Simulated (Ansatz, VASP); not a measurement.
# One calculation of HfS2, two programs

File INCAR:

```
SYSTEM = HfS2
  ALGO = Normal
  DIPOL = 0.5 0.5 0.500
  EDIFF = 1E-6
  ENCUT = 400
  GGA = PE
  GGA_COMPAT = .FALSE.
  IDIPOL = 3
  ISIF = 2
  ISMEAR = 0
  IVDW = 12
  LASPH = .TRUE.
  LCHARG = .FALSE.
  LDIPOL = .TRUE.
  LREAL = .FALSE.
  LWAVE = .FALSE.
  NBANDS = 18
  NELM = 120
  NELMDL = -8
  PREC = Accurate
  SIGMA = 0.02
```

Contents of KPOINTS:

```
k-points
0
G
  9 9 1
  0 0 0
```

POSCAR

```
HfS2
1.0
    3.6910000000      0.0000000000      0.0000000000
   -1.8455000000      3.1964997654      0.0000000000
    0.0000000000      0.0000000000     31.8247012176
S Hf
2 1
Direct
    0.6666666667      0.3333333333      0.4542650852
    0.3333333333      0.6666666667      0.5457349148
    0.0000000000      0.0000000000      0.5000000000
```

Input for Ansatz:

```yaml
crystal:
  lattice:
    - [3.691, 0.0, 0.0]
    - [-1.8455, 3.1964997654, 0.0]
    - [0.0, 0.0, 31.8247012176]
  atoms:
    - { symbol: S, position: [0.6666666667, 0.3333333333, 0.4542650852] }
    - { symbol: Hf, position: [0.0, 0.0, 0.5] }
    - { symbol: S, position: [0.3333333333, 0.6666666667, 0.5457349148] }
  periodic: [true, true, false]
basis:
  ecutwfc: 420
kpoints:
  mp_grid: { grid: [9, 9, 1] }
hamiltonian:
  xc: pbe
  pseudopotentials: { kind: paw, azcp: { folder: soft_1 } }
  dispersion: d3bj
scf:
  occupations: { method: gaussian, width: 0.02 }
output:
  forces: true
  stress: true
  eigenvalues: true
```

Alike in both runs: task single point; functional PBE; dispersion D3(BJ); k mesh 9 × 9 × 1; occupations gaussian, width 0.02 eV; no spin polarisation.

```csv
,VASP,Ansatz
version,VASP 6.6.1,Ansatz 0.2.0
potentials or method,"VASP PAW PBE potentials, release 64 (S, Hf_pv), cutoff 400 eV","scalar-relativistic, plane waves, PAW"
valence electrons in the cell,22,38
```

VASP gave:

```
gap on the k mesh at the Fermi level (eV) : 1.38
least direct gap on the mesh (eV)         : 2.10
rms of the force components (eV/Å)        : 0.204
```

Task: What did Ansatz give for the same quantities?

Result: gap on the k mesh at the Fermi level (eV): 1.38; least direct gap on the mesh (eV): 2.08; rms of the force components (eV/Å): 0.174.

VASP's potentials hold 22 valence electrons a cell and Ansatz's 38, so a difference there can come from the potentials and not from the codes.

Neither program's run includes spin-orbit coupling.
